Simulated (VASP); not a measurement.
Here is a VASP 6.6.1 calculation.

File INCAR:

```
PREC = Accurate ; ENCUT = 520
EDIFF = 1E-7 ; ISMEAR = 0
SIGMA = 0.1 ; LREAL = F
LASPH = T ; NELM = 80
ALGO = Normal ; ISIF = 2
LWAVE = F ; LCHARG = F
LDIPOL = T ; IDIPOL = 3
DIPOL = 0.5 0.5 0.321 ; GGA = PE
NBANDS = 38
```

The input KPOINTS:

```
regular mesh
0
Gamma
  6 3 1
```

Contents of POSCAR:

```
HC6
1.0
    4.9326910638      0.0000000000      0.0000000000
    0.0000000000      8.5222964205      0.0000000000
    0.0000000000      0.0000000000     22.9416055954
C H
12 2
Direct
    0.0000000000      0.0000000000      0.1743557130
    0.5000000000      0.0000000000      0.1743557130
    0.2500000000      0.0000000000      0.2053898368
    0.7500000000      0.0000000000      0.2053898368
    0.2500000000      0.0000000000      0.2674580844
    0.7500000000      0.0000000000      0.2674580844
    0.0000000000      0.0000000000      0.2977124344
    0.5000000000      0.0000000000      0.2977124344
    0.0000000000      0.0000000000      0.3626190265
    0.5000000000      0.0000000000      0.3626190265
    0.2500000000      0.0000000000      0.3897550046
    0.7500000000      0.0000000000      0.3897550046
    0.1568459804      0.0000000000      0.5466751463
    0.3431540196      0.0000000000      0.5466751463
```

Potentials or basis: VASP PAW PBE potentials, release 64 (C, H).

Launch:

```bash
$ cat potpaw_PBE.64/C/POTCAR potpaw_PBE.64/H/POTCAR > POTCAR
$ mpirun -np 1 vasp_std > vasp.out
```

Q: Predict the band gap on the k mesh.

A: 0.09 eV.

Q: What does it give for the largest force?

A: 3.522 eV/Å.

Forces in eV/Å, atoms in the order of the input:
```
C   -0.004  0.000  1.703
C    0.004  0.000  1.703
C    0.000  0.000 -3.300
C    0.000  0.000 -3.295
C    0.000  0.000  1.541
C    0.000  0.000  1.546
C    0.007  0.000  0.004
C   -0.007  0.000  0.004
C   -0.002  0.000  0.026
C    0.002  0.000  0.026
C    0.000  0.000 -0.017
C    0.000  0.000  0.066
H    3.522  0.000 -0.005
H   -3.522  0.000 -0.005
```
